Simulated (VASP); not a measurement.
A run of VASP 6.6.1 is set up as follows.

File INCAR:

```
SYSTEM = AgI
PREC     = Accurate       ! precision mode
ENCUT    = 500            ! plane-wave cutoff, eV
EDIFF    = 1E-6           ! SCF threshold, eV
ISMEAR   = -1             ! smearing method
SIGMA    = 0.02           ! smearing width, eV
LREAL    = .FALSE.        ! projectors in reciprocal space
LASPH    = .TRUE.         ! aspherical terms in the spheres
NELM     = 120            ! most SCF steps
ALGO     = Normal         ! electronic algorithm
ISIF     = 2              ! what is computed and relaxed
LWAVE    = .FALSE.        ! write WAVECAR
LCHARG   = .FALSE.        ! write CHGCAR
GGA      = PE             ! functional
IVDW     = 13             ! dispersion correction
NBANDS   = 46             ! bands
GGA_COMPAT= .FALSE.
```

Contents of KPOINTS:

```
Automatic mesh
0
G
  6 6 2
  0 0 0
```

POSCAR

```
AgI
1.0
    4.4325337278      0.0000000000      0.0000000000
   -2.2162668639      3.8386868114      0.0000000000
    0.0000000000      0.0000000000     14.5945367463
Ag I
4 4
Direct
    0.0000000000      0.0000000000      0.3215149251
    0.6666666667      0.3333333333      0.4287376560
    0.3333333333      0.6666666667      0.9287376560
    0.0000000000      0.0000000000      0.8215149251
    0.0000000000      0.0000000000      0.0184099015
    0.6666666667      0.3333333333      0.2313375176
    0.3333333333      0.6666666667      0.7313375176
    0.0000000000      0.0000000000      0.5184099015
```

Potentials or basis: VASP PAW PBE potentials, release 64 (Ag, I).

The run is started by

```sh
$ cat potpaw_PBE.64/Ag/POTCAR potpaw_PBE.64/I/POTCAR > POTCAR
$ mpirun -np 1 vasp_std > vasp.out
```

(1) What does it give for the largest force?

(2) Predict the band gap on the k mesh.

Results:

(1) 0.010 eV/Å.

(2) 1.44 eV.

Caveat: spin-orbit coupling is left out, which moves the levels of the heavy elements.
